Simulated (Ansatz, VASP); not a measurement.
# Cs in VASP and in Ansatz

```
CELL_PARAMETERS angstrom
5.91771 0.00000 0.00000
-2.95886 5.12489 0.00000
0.00000 0.00000 9.70628
ATOMIC_POSITIONS crystal
Cs 0.33333 0.66667 0.25000
Cs 0.66667 0.33333 0.75000
```

Alike in both runs: task single point; functional RPBE; k mesh 7 × 7 × 4; occupations fermi-dirac, width 0.1 eV; no spin polarisation.

|  | VASP | Ansatz |
| --- | --- | --- |
| version | VASP 6.6.1 | Ansatz 0.2.0 |
| potentials or method | VASP PAW PBE potentials, release 64 (Cs_sv), cutoff 520 eV | plane waves (420 eV) with PAW, scalar-relativistic |
| valence electrons in the cell | 18 | 18 |

|  | VASP | Ansatz | Ansatz less VASP |
| --- | --- | --- | --- |
| pressure (GPa) | -0.1 | -0.1 | +0.01 |

VASP's potentials were made for PBE, not for RPBE. The functional is the same, so the differences come from potentials, cutoffs and numerics.

Neither program's run includes spin-orbit coupling.
